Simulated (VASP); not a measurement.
# Co4F (Pm-3m) in VASP: further runs

The runs below take Co4F through single point, relaxation of cell and atoms, with PBE.

Everything below comes from runs of VASP 6.6.1. Logs are shortened: lines on timing, memory, paths and dates and some standing lists are left out, and cuts for length are marked.

## Step 1: The cell of the first run

It takes space group Pm-3m (No. 221, cubic). Conventional cell: a = 3.888 Å, b = 3.888 Å, c = 3.888 Å, α = 90.00°, β = 90.00°, γ = 90.00°. Co (site symmetry 4/mmm) has 2 F at 1.94 Å within 2.6 Å. Within 3.6 Å of Co (site symmetry m-3m) lie 12 Co at 2.75 Å and 8 F at 3.37 Å. F (site symmetry m-3m) has 6 Co at 1.94 Å within 2.6 Å.

The cell was generated, and may not be a known phase.

## Step 2: Single point, PBE, collinear spin, ferromagnetic start

INCAR reads:

```
SYSTEM = Co4F
  PREC = Accurate
  ENCUT = 520
  EDIFF = 1E-7
  ISMEAR = 0
  SIGMA = 0.1
  LREAL = .False.
  LASPH = .True.
  NELM = 150
  ALGO = Normal
  ISIF = 2
  LWAVE = .False.
  LCHARG = .False.
  ISPIN = 2
  MAGMOM = 3 3 3 3 0
  LORBIT = 11
  LMAXMIX = 4
  GGA = PE
  NBANDS = 34
```

KPOINTS reads:

```
Automatic mesh
0
Gamma
  4 4 4
  0 0 0
```

POSCAR reads:

```
Co4F
1.0
    3.8877679800      0.0000000000      0.0000000000
    0.0000000000      3.8877679800      0.0000000000
    0.0000000000      0.0000000000      3.8877679800
Co F
4 1
Direct
    0.5000000000      0.0000000000      0.0000000000
    0.0000000000      0.5000000000      0.0000000000
    0.0000000000      0.0000000000      0.5000000000
    0.5000000000      0.5000000000      0.5000000000
    0.0000000000      0.0000000000      0.0000000000
```

Potentials or basis: VASP PAW PBE potentials, release 64 (Co, F).

Run with:

```bash
cat potpaw_PBE.64/Co/POTCAR potpaw_PBE.64/F/POTCAR > POTCAR
mpirun -np 1 vasp_std > vasp.out
```

OUTCAR:

```text
SYSTEM = Co4F
   PREC = Accurate
   ENCUT = 520
   EDIFF = 1E-7
   ISMEAR = 0
   LREAL = .False.
   LASPH = .True.
   NELM = 150
   ISIF = 2
   ISPIN = 2
   LORBIT = 11
   GGA = PE

 ion  position               nearest neighbor table
   1  0.500  0.000  0.000-   5 1.94   5 1.94   4 2.75   2 2.75   3 2.75   4 2.75   2 2.75   4 2.75
                             4 2.75   2 2.75   3 2.75   3 2.75   3 2.75   2 2.75
   2  0.000  0.500  0.000-   5 1.94   5 1.94   4 2.75   1 2.75   3 2.75   4 2.75   1 2.75   3 2.75
                             3 2.75   3 2.75   1 2.75   4 2.75   4 2.75   1 2.75
   3  0.000  0.000  0.500-   5 1.94   5 1.94   4 2.75   1 2.75   1 2.75   2 2.75   2 2.75   2 2.75
                             4 2.75   2 2.75   1 2.75   4 2.75   1 2.75   4 2.75
   4  0.500  0.500  0.500-   1 2.75   2 2.75   3 2.75   1 2.75   2 2.75   1 2.75   3 2.75   1 2.75
                             2 2.75   3 2.75   2 2.75   3 2.75
   5  0.000  0.000  0.000-   1 1.94   2 1.94   3 1.94   3 1.94   2 1.94   1 1.94

  LATTYP: Found a simple cubic cell.
 ALAT       =     3.8877679800

  Lattice vectors:

 A1 = (   3.8877679800,   0.0000000000,   0.0000000000)
 A2 = (   0.0000000000,   3.8877679800,   0.0000000000)
 A3 = (   0.0000000000,   0.0000000000,   3.8877679800)

Analysis of symmetry for initial positions (statically):
=====================================================================
 Subroutine PRICEL returns:
 Original cell was already a primitive cell.

 Routine SETGRP: Setting up the symmetry group for a
 simple cubic supercell.

 Subroutine GETGRP returns: Found 48 space group operations
 (whereof 48 operations were pure point group operations)
 out of a pool of 48 trial point group operations.

The static configuration has the point symmetry O_h .

Analysis of symmetry for dynamics (positions and initial velocities):
=====================================================================
 Subroutine PRICEL returns:
 Original cell was already a primitive cell.

 Routine SETGRP: Setting up the symmetry group for a
 simple cubic supercell.

 Subroutine GETGRP returns: Found 48 space group operations
 (whereof 48 operations were pure point group operations)
 out of a pool of 48 trial point group operations.

The dynamic configuration has the point symmetry O_h .

Analysis of structural, dynamic, and magnetic symmetry:
=====================================================================
 Subroutine PRICEL returns:
 Original cell was already a primitive cell.

 Routine SETGRP: Setting up the symmetry group for a
 simple cubic supercell.

 Subroutine GETGRP returns: Found 48 space group operations
 (whereof 48 operations were pure point group operations)
 out of a pool of 48 trial point group operations.

The overall configuration has the point symmetry O_h .

 Subroutine INISYM returns: Found 48 space group operations
 (whereof 48 operations are pure point group operations),
 and found     1 'primitive' translations

----------------------------------------------------------------------------------------

                                     Primitive cell

  volume of cell :      58.7626

  direct lattice vectors                    reciprocal lattice vectors
     3.887767980  0.000000000  0.000000000     0.257216996  0.000000000  0.000000000
     0.000000000  3.887767980  0.000000000     0.000000000  0.257216996  0.000000000
     0.000000000  0.000000000  3.887767980     0.000000000  0.000000000  0.257216996

  length of vectors
     3.887767980  3.887767980  3.887767980     0.257216996  0.257216996  0.257216996

  position of ions in fractional coordinates (direct lattice)
     0.500000000  0.000000000  0.000000000
     0.000000000  0.500000000  0.000000000
     0.000000000  0.000000000  0.500000000
     0.500000000  0.500000000  0.500000000
     0.000000000  0.000000000  0.000000000

  ion indices of the primitive-cell ions
   primitive index   ion index
                 1           1
                 2           2
                 3           3
                 4           4
                 5           5

----------------------------------------------------------------------------------------

 KPOINTS: Automatic mesh

Automatic generation of k-mesh.
 Grid dimensions read from file:
 generate k-points for:    4    4    4

[... 30 lines left out ...]
   k-points           NKPTS =     10   k-points in BZ     NKDIM =     10   number of bands    NBANDS=     34
   number of dos      NEDOS =    301   number of ions     NIONS =      5
   total plane-waves  NPLWV =  27000
   dimension x,y,z NGX =    30 NGY =   30 NGZ =   30
   dimension x,y,z NGXF=    60 NGYF=   60 NGZF=   60
   ions per type =               4   1
   NGX,Y,Z   is equivalent  to a cutoff of  12.83, 12.83, 12.83 a.u.
   NGXF,Y,Z  is equivalent  to a cutoff of  25.66, 25.66, 25.66 a.u.
 SYSTEM =  Co4F
   PREC   = accura    normal or accurate (medium, high low for compatibility)
   ISTART =      0    job   : 0-new  1-cont  2-samecut
   ICHARG =      2    charge: 1-file 2-atom 10-const
   ISPIN  =      2    spin polarized calculation?
   LNONCOLLINEAR =      F non collinear calculations
   LSORBIT =      F    spin-orbit coupling
   LASPH  =      T    aspherical Exc in radial PAW
   ENCUT  =  520.0 eV  38.22 Ry    6.18 a.u.   7.23  7.23  7.23*2*pi/ulx,y,z
   NELM   =    150;   NELMIN=  2; NELMDL= -5     # of ELM steps
   EDIFF  = 0.1E-06   stopping-criterion for ELM
   LREAL  =      F    real-space projection
   EDIFFG = 0.1E-05   stopping-criterion for IOM
   NSW    =      0    number of steps for IOM
   IBRION =     -1    ionic relax: 0-MD 1-quasi-New 2-CG
   NFREE  =      0    steps in history (QN), initial steepest desc. (CG)
   ISIF   =      2    stress and relaxation
   ISYM   =      2    0-nonsym 1-usesym 2-fastsym
   POTIM  = 0.5000    time-step for ionic-motion
   TEBEG  =    0.0;   TEEND  =   0.0 temperature during run
   PSTRESS=    0.0 pullay stress
   NELECT =      43.0000    total number of electrons
   NUPDOWN=      -1.0000    fix difference up-down
   EMIN   =  10.00;   EMAX   =-10.00  energy-range for DOS
   EFERMI =   0.00;   METHOD = LEGACY
   ISMEAR =     0;   SIGMA  =   0.10  broadening in eV -4-tet -1-fermi 0-gaus
   EFERMI_NEDOS =   21; number of points for ismear=-14 and -15
   IALGO  =     38    algorithm
   IMIX   =      4    mixing-type and parameters
     AMIX     =   0.40;   BMIX     =  1.00
     AMIX_MAG =   1.60;   BMIX_MAG =  1.00
  volume/ion in A,a.u.               =      11.75        79.31
  Fermi-wavevector in a.u.,A,eV,Ry     =   1.475244  2.787808 29.610986  2.176346
  Thomas-Fermi vector in A             =   2.589917
   LORBIT       =     11    0 simple, 1 ext, 2 COOP (PROOUT), +10 PAW based schemes
   GGA     = PE    functional components
   LHFCALC =     F    Hartree Fock is set to
   AEXX    =    0.0000 exact exchange contribution
   IVDW    =     0    specifies the selected vdW correction
   LEPSILON=     F    determine dielectric tensor
   LRPA    =     F    only Hartree local field effects (RPA)
 spin polarized calculation
 Gauss-broadening in eV      SIGMA  =   0.10
  energy-cutoff  :      520.00
  volume of cell :       58.76
 maximum number of plane-waves:      1622
 NGX is ok and might be reduce to    30
   NGX = 15   NGY = 15   NGZ = 15

 number of electron      43.0000000 magnetization      12.0000000

 number of electron      43.0000017 magnetization       7.9056014

 Free energy of the ion-electron system (eV)
  ---------------------------------------------------
  ext. energy  EPLUGINS =         0.00000000
  ---------------------------------------------------
  free energy    TOTEN  =       -27.33009033 eV

  energy without entropy =      -27.29216467  energy(sigma->0) =      -27.31112750

 E-fermi :   8.4038     XC(G=0): -12.3054

 val. band max:        8.4007975404   @ k =   0.5000   0.5000   0.0000
 cond. band min:       8.4258427009   @ k =   0.5000   0.2500   0.2500
 fundamental gap:      0.0250451604
 Fermi energy:         8.4038159335

 spin component 1

 k-point     1 :       0.0000    0.0000    0.0000
  band No.  band energies     occupation
      1     -20.2883      1.00000
      2      -1.6613      1.00000
      3      -1.6613      1.00000
      4      -1.6613      1.00000
      5       1.3091      1.00000
      6       3.9754      1.00000
[... 349 lines left out ...]
     32      13.9119      0.00000
     33      25.2977      0.00000
 Fermi energy:         8.4038159335

 spin component 2

 k-point     1 :       0.0000    0.0000    0.0000
  band No.  band energies     occupation
      1     -19.9608      1.00000
      2      -1.3469      1.00000
      3      -1.3469      1.00000
      4      -1.3469      1.00000
      5       1.4779      1.00000
      6       5.5051      1.00000
[... 349 lines left out ...]
     32      14.4668      0.00000
     33      25.6066      0.00000
 [bands above 33 left out]

------------------------ aborting loop because EDIFF is reached ----------------------------------------

  FORCE on cell =-STRESS in cart. coord.  units (eV):
  Direction    XX          YY          ZZ          XY          YZ          ZX
  --------------------------------------------------------------------------------------
  -------------------------------------------------------------------------------------
  Total        2.0372106      2.0372106      2.0372106     -0.0000000     -0.0000000      0.0000000
  in kB       55.5450670     55.5450670     55.5450670     -0.0000000     -0.0000000      0.0000000
  external PRESSURE =      55.5450670 kB  Pullay stress =       0.0000000 kB

 VOLUME and BASIS-vectors are now :
 -----------------------------------------------------------------------------
  energy-cutoff  :      520.00
  volume of cell :       58.76
      direct lattice vectors                 reciprocal lattice vectors
     3.887767980  0.000000000  0.000000000     0.257216996  0.000000000  0.000000000
     0.000000000  3.887767980  0.000000000     0.000000000  0.257216996  0.000000000
     0.000000000  0.000000000  3.887767980     0.000000000  0.000000000  0.257216996

 POSITION                                       TOTAL-FORCE (eV/Angst)
 -----------------------------------------------------------------------------------
      1.94388      0.00000      0.00000         0.000000      0.000000      0.000000
      0.00000      1.94388      0.00000         0.000000      0.000000      0.000000
      0.00000      0.00000      1.94388         0.000000      0.000000      0.000000
      1.94388      1.94388      1.94388         0.000000      0.000000      0.000000
      0.00000      0.00000      0.00000         0.000000      0.000000      0.000000
 -----------------------------------------------------------------------------------
    total drift:                                0.000000     -0.000000      0.000000

  FREE ENERGIE OF THE ION-ELECTRON SYSTEM (eV)
  ---------------------------------------------------
  free  energy   TOTEN  =       -27.3300903303 eV

  energy  without entropy=      -27.2921646707  energy(sigma->0) =      -27.31112750

 total charge

# of ion       s       p       d       tot
------------------------------------------
    1        0.363   0.368   7.285   8.016
    2        0.363   0.368   7.285   8.016
    3        0.363   0.368   7.285   8.016
    4        0.408   0.328   7.138   7.874
    5        1.764   4.411   0.000   6.174
--------------------------------------------------
tot          3.261   5.842  28.993  38.096

 magnetization (x)

# of ion       s       p       d       tot
------------------------------------------
    1        0.003  -0.017   1.999   1.985
    2        0.003  -0.017   1.999   1.985
    3        0.003  -0.017   1.999   1.985
    4        0.020  -0.037   1.979   1.962
    5        0.033   0.119   0.000   0.152
--------------------------------------------------
tot          0.062   0.032   7.975   8.069
```

Wall time 31 s (1 thread of Intel Xeon 6975P-C (Granite Rapids), shared host); peak memory 0.19 GiB.

What came out:

| Quantity | Value |
| --- | --- |
| Free energy | -27.3301 eV |
| Pressure | 5.6 GPa |
| Net moment | 7.91 μB per cell |
| Site moments | Co +1.99, +1.96 (each value once); F +0.15 μB |
| Valence electrons inside the program's atomic spheres | Co 8.02, 7.87 (each value once); F 6.17 |

Caveat: the k points lie up to 0.40 Å⁻¹ apart. With open d or f shells a metallic result of PBE can be an artefact of self-interaction; +U or a hybrid may open a gap.

## Step 3: Single point, PBE, collinear spin, ferromagnetic start

This run uses another cell than the first one, of 12.20 Å³/atom.

INCAR reads:

```
  PREC = Accurate
  ENCUT = 520
  EDIFF = 1E-6
  ISMEAR = 0
  SIGMA = 0.1
  LREAL = F
  LASPH = T
  NELM = 150
  ALGO = Normal
  ISIF = 2
  LWAVE = F
  LCHARG = T
  ISPIN = 2
  MAGMOM = 3 3 3 3 0
  LORBIT = 11
  LMAXMIX = 4
  GGA = PE
  LELF = T
  LVHAR = T
  NBANDS = 34
```

KPOINTS reads:

```
Automatic mesh
0
Gamma
  4 4 4
```

Changes to POSCAR since step 2:

```diff
@@ -2,5 +2,5 @@
 1.0
-    3.8877679800      0.0000000000      0.0000000000
-    0.0000000000      3.8877679800      0.0000000000
-    0.0000000000      0.0000000000      3.8877679800
+    3.9359878971      0.0000000000      0.0000000000
+    0.0000000000      3.9359878971      0.0000000000
+    0.0000000000      0.0000000000      3.9359878971
 Co F
```

Potentials or basis: VASP PAW PBE potentials, release 64 (Co, F).

Run with:

```bash
cat potpaw_PBE.64/Co/POTCAR potpaw_PBE.64/F/POTCAR > POTCAR
mpirun -np 1 vasp_std > vasp.out
```

Wall time 37 s (1 thread of Intel Xeon 6975P-C (Granite Rapids), shared host); peak memory 0.2 GiB.

Results (log left out):

```yaml
Free_energy: -27.3722 eV
Pressure: 0.5 GPa
Net_moment: 7.91 μB per cell
Site_moments: Co +1.99, +1.97 (each value once); F +0.14 μB
Valence_electrons_inside_the_program's_atomic_spheres: Co 7.96, 7.83 (each value once); F 6.16
```

Levels at points of the mesh, in eV from the Fermi level:
Spin up:
```tsv
k point	band 22	band 23	band 24	band 25	band 26	band 27	band 28	band 29
(0.00, 0.00, 0.00)	-1.43	-1.20	-1.20	-1.20	2.94	2.94	2.94	5.66
(0.50, 0.00, 0.00)	-1.92	-1.69	-1.43	-1.20	-0.52	5.41	5.41	6.65
(0.50, 0.50, 0.00)	-1.87	-1.43	-1.43	-0.24	0.89	0.89	1.79	8.11
(0.50, 0.50, 0.50)	-1.14	-1.14	-1.14	-0.65	-0.65	-0.65	3.38	4.92
```
Spin down:
| k point | band 15 | band 16 | band 17 | band 18 | band 19 | band 20 | band 21 | band 22 |
| --- | --- | --- | --- | --- | --- | --- | --- | --- |
| (0.00, 0.00, 0.00) | 0.08 | 0.30 | 0.30 | 0.30 | 0.45 | 0.65 | 0.65 | 0.65 |
| (0.50, 0.00, 0.00) | -0.44 | -0.44 | -0.29 | -0.29 | 0.02 | 0.08 | 0.28 | 0.30 |
| (0.50, 0.50, 0.00) | -0.74 | -0.46 | -0.24 | -0.24 | -0.18 | -0.08 | 0.03 | 0.43 |
| (0.50, 0.50, 0.50) | -0.71 | -0.71 | -0.05 | -0.05 | -0.05 | 0.47 | 0.47 | 0.47 |

Caveat: the k points lie up to 0.40 Å⁻¹ apart.

(Continued in part 2 of 2.)
